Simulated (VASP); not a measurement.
Here is a VASP 6.6.1 calculation.

File INCAR:

```
SYSTEM = HfO2
  ALGO = Normal
  EDIFF = 1E-6
  ENCUT = 520
  GGA = PS
  ISIF = 2
  ISMEAR = -1
  LASPH = .True.
  LCHARG = .False.
  LREAL = Auto
  LWAVE = .False.
  NBANDS = 81
  NELM = 100
  PREC = Accurate
  SIGMA = 0.2241
```

The input KPOINTS:

```
Automatic mesh
0
Gamma
  2 2 2
  0.5 0.5 0.5
```

File POSCAR:

```
HfO2
1.0
    0.0000000000     -4.9689143907      3.3088865895
   -4.9689143907      0.0000000000      3.3088865895
   -4.9689143907     -4.9689143907     -3.3088865895
Hf O
6 12
Direct
    0.3014800885      0.3318070348      0.6649370446
    0.6548121139      0.6638291740      0.3337722355
    0.0218215066     -0.0023493667      0.0096960418
    0.3410615118      0.3485333652      0.1609245970
    0.6615013075      0.6719758288      0.8309083855
    0.9984787660      1.0062617538      0.5003949143
    0.0165999860      0.6636048944      0.1650781289
    0.3668848102      0.9891760708      0.8458744620
    0.7008398503      0.2910235726      0.5206215239
    0.2093115707      0.2262484694      0.4927134042
    0.6225779066      0.5384824750      0.1207790341
    0.9046234549      0.8947705985      0.7957226037
    0.0627493918      0.1162017113      0.2201244695
    0.4270217491      0.4507524860      0.8853767925
    0.7963444946      0.7751475103      0.5393762440
    0.5970667936      0.0034506094      0.1592342220
    0.9724807925      0.3686044195      0.8340729724
    0.3068351122      0.6896289884      0.5051559351
```

Potentials or basis: VASP PAW PBE potentials, release 64 (Hf_pv, O).

The run is started by

```sh
$ cat potpaw_PBE.64/Hf_pv/POTCAR potpaw_PBE.64/O/POTCAR > POTCAR
$ mpirun -np 1 vasp_std > vasp.out
```

(1) What does it give for the pressure?

(2) Estimate the band gap on the k mesh.

Answers

(1) -15.0 GPa.

(2) 3.67 eV (least direct gap 3.68 eV).

Caveat: the k points lie up to 0.57 Å⁻¹ apart; the atoms stand as in a frame of molecular dynamics; the PAW data sets were made with another functional, which shifts forces and pressure a little; spin-orbit coupling is left out, which moves the levels of the heavy elements; a shifted mesh leaves out Γ, where band edges can lie.
